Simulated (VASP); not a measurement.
Runs of VASP 6.6.1 on CaPb3S4. The structure is that of space group Pm-3m (No. 221), or close to it. The cells are those of the table. 

```csv
cell,gap on the mesh (eV),pressure (GPa)
"a = 6.039 Å, 8 atoms",0.88,(b)
"a = 5.923 Å, 8 atoms",0.69,0.0
"a = 5.863 Å, 8 atoms",(a),1.9
"a = 5.981 Å, 8 atoms",(c),-1.6
```

Alike in all rows: task single point; level r2SCAN; potentials or basis VASP PAW PBE potentials, release 64 (Pb_d, S, Ca_sv); no spin polarisation; k mesh 4 × 4 × 4; cutoff (eV) 520; smearing gaussian 0.01 eV.

Q: Estimate the missing entries.

A: (a) 0.57; (b) -3.0; (c) 0.79.

Caveats: the PAW data sets were made with another functional, which shifts forces and pressure a little; spin-orbit coupling is left out, which moves the levels of the heavy elements; the cell stands under tension (at least some runs).

A k mesh can miss the band edges, and the runs leave out spin-orbit coupling on Pb.
